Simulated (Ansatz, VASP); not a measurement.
**Bi2Te2Se: VASP beside Ansatz**

```xyz
5
Lattice="2.1017 1.2134 10.2954 -2.1017 1.2134 10.2954 0.0000 -2.4269 10.2954" Properties=species:S:1:pos:R:3 pbc="T T T"
Bi    0.0000    0.0000   18.7874
Bi    0.0000    0.0000   12.0988
Te    0.0000    0.0000    6.7825
Te    0.0000    0.0000   24.1038
Se    0.0000    0.0000    0.0000
```

Alike in both runs: task single point; functional PBEsol; k mesh 6 × 6 × 6; no spin polarisation.

```csv
,VASP,Ansatz
version,VASP 6.6.1,Ansatz 0.2.0
potentials or method,"VASP PAW PBE potentials, release 64 (Bi_d, Te, Se), cutoff 520 eV","plane waves, PAW"
occupations,"gaussian, width 0.01 eV",fixed
valence electrons in the cell,48,78
```

|  | VASP | Ansatz | Ansatz less VASP |
| --- | --- | --- | --- |
| pressure (GPa) | 3.2 | 3.2 | -0.05 |
| traceless stress, the component that is largest in VASP (GPa) | -0.07 | -0.09 | -0.015 |

VASP's potentials were made for PBE, not for PBEsol. VASP's potentials hold 48 valence electrons a cell and Ansatz's 78, so a difference there can come from the potentials and not from the codes.

Neither program's run includes spin-orbit coupling.
